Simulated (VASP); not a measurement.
# Ta4W (I4/mmm) in VASP: single point with PBE

Aim: the single point of Ta4W with PBE.

All numbers are computed with VASP 6.6.1; they aren't measurements. Logs are shortened: lines on timing, memory, paths and dates and some standing lists are left out, and cuts for length are marked.

## Step 1: The cell of the first run

It takes space group I4/mmm (No. 139, tetragonal). Conventional cell: a = 3.276 Å, b = 3.276 Å, c = 16.542 Å, α = 90.00°, β = 90.00°, γ = 90.00°. Within 3.7 Å of Ta (site symmetry 4mm) lie 4 W at 2.81 Å and 10 Ta at 2.88 to 3.38 Å. Within 3.8 Å of Ta (site symmetry 4mm) lie 13 Ta at 2.85 to 3.38 Å and 1 W at 3.30 Å. Within 3.7 Å of W (site symmetry 4/mmm) lie 10 Ta at 2.81 to 3.30 Å and 4 W at 3.28 Å.

## Step 2: Single point, PBE

INCAR reads:

```
PREC = Accurate
ENCUT = 520
EDIFF = 1E-7
ISMEAR = 0
SIGMA = 0.1
LREAL = F
LASPH = T
NELM = 100
ALGO = Fast
ISIF = 2
LWAVE = F
LCHARG = T
GGA = PE
LELF = T
LVHAR = T
NBANDS = 37
```

KPOINTS reads:

```
Automatic mesh
0
Gamma
  8 8 8
```

POSCAR reads:

```
Ta4W
1.0
   -1.6377772302      1.6377772302      8.2709547269
    1.6377772302     -1.6377772302      8.2709547269
    1.6377772302      1.6377772302     -8.2709547269
Ta W
4 1
Direct
    0.5960604003      0.5960604003      0.0000000000
    0.1995900995      0.1995900995      0.0000000000
    0.8004099005      0.8004099005      0.0000000000
    0.4039395997      0.4039395997      0.0000000000
    0.0000000000      0.0000000000      0.0000000000
```

Potentials or basis: VASP PAW PBE potentials, release 64 (Ta_pv, W_sv).

Run with:

```console
$ cat potpaw_PBE.64/Ta_pv/POTCAR potpaw_PBE.64/W_sv/POTCAR > POTCAR
$ mpirun -np 1 vasp_std > vasp.out
```

OUTCAR:

```text
PREC = Accurate
   ENCUT = 520
   EDIFF = 1E-7
   ISMEAR = 0
   LREAL = F
   LASPH = T
   NELM = 100
   ISIF = 2
   GGA = PE

 ion  position               nearest neighbor table
   1  0.596  0.596  0.000-   5 2.81   5 2.81   5 2.81   5 2.81   2 2.88   2 2.88   2 2.88   2 2.88
                             4 3.18   3 3.38
   2  0.200  0.200  0.000-   3 2.85   3 2.85   3 2.85   3 2.85   1 2.88   1 2.88   1 2.88   1 2.88
                             5 3.30   4 3.38
   3  0.800  0.800  0.000-   2 2.85   2 2.85   2 2.85   2 2.85   4 2.88   4 2.88   4 2.88   4 2.88
                             5 3.30   1 3.38
   4  0.404  0.404  0.000-   5 2.81   5 2.81   5 2.81   5 2.81   3 2.88   3 2.88   3 2.88   3 2.88
                             1 3.18   2 3.38
   5  0.000  0.000  0.000-   1 2.81   4 2.81   1 2.81   4 2.81   1 2.81   4 2.81   4 2.81   1 2.81
                             2 3.30   3 3.30

  LATTYP: Found a body centered tetragonal cell.
 ALAT       =     3.2755544604
 C/A-ratio  =     5.0501097307

  Lattice vectors:

 A1 = (  -1.6377772302,   1.6377772302,   8.2709547269)
 A2 = (   1.6377772302,  -1.6377772302,   8.2709547269)
 A3 = (   1.6377772302,   1.6377772302,  -8.2709547269)

Analysis of symmetry for initial positions (statically):
=====================================================================
 Subroutine PRICEL returns:
 Original cell was already a primitive cell.

 Routine SETGRP: Setting up the symmetry group for a
 body centered tetragonal supercell.

 Subroutine GETGRP returns: Found 16 space group operations
 (whereof 16 operations were pure point group operations)
 out of a pool of 16 trial point group operations.

The static configuration has the point symmetry D_4h.

Analysis of symmetry for dynamics (positions and initial velocities):
=====================================================================
 Subroutine PRICEL returns:
 Original cell was already a primitive cell.

 Routine SETGRP: Setting up the symmetry group for a
 body centered tetragonal supercell.

 Subroutine GETGRP returns: Found 16 space group operations
 (whereof 16 operations were pure point group operations)
 out of a pool of 16 trial point group operations.

The dynamic configuration has the point symmetry D_4h.

 Subroutine INISYM returns: Found 16 space group operations
 (whereof 16 operations are pure point group operations),
 and found     1 'primitive' translations

----------------------------------------------------------------------------------------

                                     Primitive cell

  volume of cell :      88.7412

  direct lattice vectors                    reciprocal lattice vectors
    -1.637777230  1.637777230  8.270954727     0.000000000  0.305291825  0.060452513
     1.637777230 -1.637777230  8.270954727     0.305291825  0.000000000  0.060452513
     1.637777230  1.637777230 -8.270954727     0.305291825  0.305291825  0.000000000

  length of vectors
     8.589139690  8.589139690  8.589139690     0.311219545  0.311219545  0.431747840

  position of ions in fractional coordinates (direct lattice)
     0.596060400  0.596060400  0.000000000
     0.199590100  0.199590100  0.000000000
     0.800409901  0.800409901  0.000000000
     0.403939600  0.403939600  0.000000000
     0.000000000  0.000000000  0.000000000

  ion indices of the primitive-cell ions
   primitive index   ion index
                 1           1
                 2           2
                 3           3
                 4           4
                 5           5

----------------------------------------------------------------------------------------

 KPOINTS: Automatic mesh

Automatic generation of k-mesh.
 Grid dimensions read from file:
 generate k-points for:    8    8    8

 Generating k-lattice:

  Cartesian coordinates                     Fractional coordinates (reciprocal lattice)
     0.000000000  0.038161478  0.007556564     0.125000000  0.000000000  0.000000000
     0.038161478  0.000000000  0.007556564     0.000000000  0.125000000  0.000000000
     0.038161478  0.038161478  0.000000000     0.000000000  0.000000000  0.125000000

  Length of vectors
     0.038902443  0.038902443  0.053968480

  Shift w.r.t. Gamma in fractional coordinates (k-lattice)
     0.000000000  0.000000000  0.000000000

 Subroutine IBZKPT returns following result:
 ===========================================

 Found     59 irreducible k-points:

 Following reciprocal coordinates:
            Coordinates               Weight
  0.000000  0.000000  0.000000      1.000000
  0.125000  0.000000 -0.000000      8.000000
  0.250000  0.000000 -0.000000      8.000000
  0.375000  0.000000 -0.000000      8.000000
  0.500000  0.000000 -0.000000      4.000000
  0.125000  0.125000 -0.000000      8.000000
[... 16 lines left out ...]
  0.250000  0.125000  0.125000     16.000000
  0.375000  0.125000  0.125000      8.000000
 [... further k-points ...]
   k-points           NKPTS =     59   k-points in BZ     NKDIM =     59   number of bands    NBANDS=     37
   number of dos      NEDOS =    301   number of ions     NIONS =      5
   total plane-waves  NPLWV = 262144
   dimension x,y,z NGX =    64 NGY =   64 NGZ =   64
   dimension x,y,z NGXF=   128 NGYF=  128 NGZF=  128
   ions per type =               4   1
   NGX,Y,Z   is equivalent  to a cutoff of  12.39, 12.39, 12.39 a.u.
   NGXF,Y,Z  is equivalent  to a cutoff of  24.77, 24.77, 24.77 a.u.
 SYSTEM =  unknown system
   PREC   = accura    normal or accurate (medium, high low for compatibility)
   ISTART =      0    job   : 0-new  1-cont  2-samecut
   ICHARG =      2    charge: 1-file 2-atom 10-const
   ISPIN  =      1    spin polarized calculation?
   LNONCOLLINEAR =      F non collinear calculations
   LSORBIT =      F    spin-orbit coupling
   LASPH  =      T    aspherical Exc in radial PAW
   ENCUT  =  520.0 eV  38.22 Ry    6.18 a.u.  15.97 15.97 15.97*2*pi/ulx,y,z
   NELM   =    100;   NELMIN=  2; NELMDL= -5     # of ELM steps
   EDIFF  = 0.1E-06   stopping-criterion for ELM
   LREAL  =      F    real-space projection
   EDIFFG = 0.1E-05   stopping-criterion for IOM
   NSW    =      0    number of steps for IOM
   IBRION =     -1    ionic relax: 0-MD 1-quasi-New 2-CG
   NFREE  =      0    steps in history (QN), initial steepest desc. (CG)
   ISIF   =      2    stress and relaxation
   ISYM   =      2    0-nonsym 1-usesym 2-fastsym
   POTIM  = 0.5000    time-step for ionic-motion
   TEBEG  =    0.0;   TEEND  =   0.0 temperature during run
   PSTRESS=    0.0 pullay stress
   NELECT =      58.0000    total number of electrons
   NUPDOWN=      -1.0000    fix difference up-down
   EMIN   =  10.00;   EMAX   =-10.00  energy-range for DOS
   EFERMI =   0.00;   METHOD = LEGACY
   ISMEAR =     0;   SIGMA  =   0.10  broadening in eV -4-tet -1-fermi 0-gaus
   EFERMI_NEDOS =   21; number of points for ismear=-14 and -15
   IALGO  =     68    algorithm
   IMIX   =      4    mixing-type and parameters
     AMIX     =   0.40;   BMIX     =  1.00
     AMIX_MAG =   1.60;   BMIX_MAG =  1.00
  volume/ion in A,a.u.               =      17.75       119.77
  Fermi-wavevector in a.u.,A,eV,Ry     =   1.420722  2.684775 27.462688  2.018451
  Thomas-Fermi vector in A             =   2.541607
   LORBIT       =      0    0 simple, 1 ext, 2 COOP (PROOUT), +10 PAW based schemes
   GGA     = PE    functional components
   LHFCALC =     F    Hartree Fock is set to
   AEXX    =    0.0000 exact exchange contribution
   IVDW    =     0    specifies the selected vdW correction
   LEPSILON=     F    determine dielectric tensor
   LRPA    =     F    only Hartree local field effects (RPA)
 non-spin polarized calculation
 RMM-DIIS sequential band-by-band and
 Gauss-broadening in eV      SIGMA  =   0.10
  energy-cutoff  :      520.00
  volume of cell :       88.74
 maximum number of plane-waves:      2420
   NGX = 31   NGY = 31   NGZ = 31

 number of electron      58.0000002 magnetization

 Free energy of the ion-electron system (eV)
  ---------------------------------------------------
  ext. energy  EPLUGINS =         0.00000000
  ---------------------------------------------------
  free energy    TOTEN  =       -60.40789827 eV

  energy without entropy =      -60.38354557  energy(sigma->0) =      -60.39572192

 E-fermi :   6.3234     XC(G=0): -12.7521

 val. band max:        6.3151474868   @ k =  -0.2500  -0.2500   0.1250
 cond. band min:       6.3305443216   @ k =  -0.3750   0.5000   0.3750
 fundamental gap:      0.0153968347
 Fermi energy:         6.3233997934

 k-point     1 :       0.0000    0.0000    0.0000
  band No.  band energies     occupation
      1     -66.8475      2.00000
      2     -31.0965      2.00000
      3     -31.0335      2.00000
      4     -31.0335      2.00000
      5     -27.6087      2.00000
      6     -27.4679      2.00000
[... 29 lines left out ...]
     36      10.1640      0.00000
     37      10.3945      0.00000

 k-point     2 :       0.1250    0.0000   -0.0000
  band No.  band energies     occupation
      1     -66.8467      2.00000
      2     -31.0976      2.00000
      3     -31.0598      2.00000
      4     -31.0286      2.00000
      5     -27.6028      2.00000
      6     -27.5493      2.00000
[... 29 lines left out ...]
     36       9.5385      0.00000
     37       9.6421      0.00000

 k-point     3 :       0.2500    0.0000   -0.0000
  band No.  band energies     occupation
      1     -66.8449      2.00000
      2     -31.1225      2.00000
      3     -31.1004      2.00000
      4     -31.0168      2.00000
      5     -27.6742      2.00000
      6     -27.6623      2.00000
[... 29 lines left out ...]
     36       9.0941      0.00000
     37       9.3336      0.00000
[... 761 lines left out ...]
 k-point    23 :       0.2500    0.1250    0.1250
  band No.  band energies     occupation
      1     -66.8403      2.00000
      2     -31.1763      2.00000
      3     -31.1032      2.00000
      4     -31.0820      2.00000
      5     -27.7122      2.00000
      6     -27.6635      2.00000
[... 29 lines left out ...]
     36      10.3291      0.00000
     37      10.5164      0.00000

 k-point    24 :       0.3750    0.1250    0.1250
  band No.  band energies     occupation
      1     -66.8395      2.00000
      2     -31.2028      2.00000
      3     -31.1002      2.00000
      4     -31.0790      2.00000
      5     -27.7324      2.00000
      6     -27.7126      2.00000
[... 29 lines left out ...]
     36      10.1625      0.00000
     37      10.6158      0.00000

 [... further k-points ...]

------------------------ aborting loop because EDIFF is reached ----------------------------------------

  FORCE on cell =-STRESS in cart. coord.  units (eV):
  Direction    XX          YY          ZZ          XY          YZ          ZX
  --------------------------------------------------------------------------------------
  -------------------------------------------------------------------------------------
  Total        0.1554366      0.1554366      0.0470077      0.0000000      0.0000000      0.0000000
  in kB        2.8063292      2.8063292      0.8486993      0.0000000      0.0000000      0.0000000
  external PRESSURE =       2.1537859 kB  Pullay stress =       0.0000000 kB

 VOLUME and BASIS-vectors are now :
 -----------------------------------------------------------------------------
  energy-cutoff  :      520.00
  volume of cell :       88.74
      direct lattice vectors                 reciprocal lattice vectors
    -1.637777230  1.637777230  8.270954727     0.000000000  0.305291825  0.060452513
     1.637777230 -1.637777230  8.270954727     0.305291825  0.000000000  0.060452513
     1.637777230  1.637777230 -8.270954727     0.305291825  0.305291825  0.000000000

 POSITION                                       TOTAL-FORCE (eV/Angst)
 -----------------------------------------------------------------------------------
      0.00000      0.00000      9.85998        -0.000000     -0.000000      0.002173
      0.00000      0.00000      3.30160         0.000000      0.000000      0.015459
      0.00000      0.00000     13.24031         0.000000      0.000000     -0.015459
      0.00000      0.00000      6.68193        -0.000000     -0.000000     -0.002173
      0.00000      0.00000      0.00000        -0.000000     -0.000000      0.000000
 -----------------------------------------------------------------------------------
    total drift:                               -0.000000      0.000000      0.000000

  FREE ENERGIE OF THE ION-ELECTRON SYSTEM (eV)
  ---------------------------------------------------
  free  energy   TOTEN  =       -60.4078982737 eV

  energy  without entropy=      -60.3835455682  energy(sigma->0) =      -60.39572192
```

It took 18 min on 1 thread of Intel Xeon Platinum 8488C (Sapphire Rapids), shared host; peak memory 0.64 GiB.

Results:

```yaml
Free_energy: -60.4079 eV
Pressure: 0.2 GPa
Largest_force: 0.015 eV/Å
Band_gap_on_the_k_mesh: zero (bands 29 and 30 overlap by 1.67 eV)
```

Forces in eV/Å, atoms in the order of the input:
```
Ta   0.000  0.000  0.002
Ta   0.000  0.000  0.015
Ta   0.000  0.000 -0.015
Ta   0.000  0.000 -0.002
W    0.000  0.000  0.000
```

Stress tensor (GPa, compression positive):
```
0.28 0.00 0.00
0.00 0.28 0.00
0.00 0.00 0.08
```

Levels at points of the mesh, in eV from the Fermi level:
```
           k point  band 27  band 28  band 29  band 30  band 31  band 32
(0.00, 0.00, 0.00)     0.19     0.36     0.77     0.77     0.81     0.81
(0.50, 0.00, 0.00)    -0.23    -0.08     0.33     0.75     1.29     1.44
(0.50, 0.50, 0.00)    -0.87    -0.81     0.56     0.67     1.58     3.20
(0.50, 0.50, 0.50)     0.48     0.56     0.56     1.40     1.78     1.78
```

Caveat: spin-orbit coupling is left out, which moves the levels of the heavy elements.
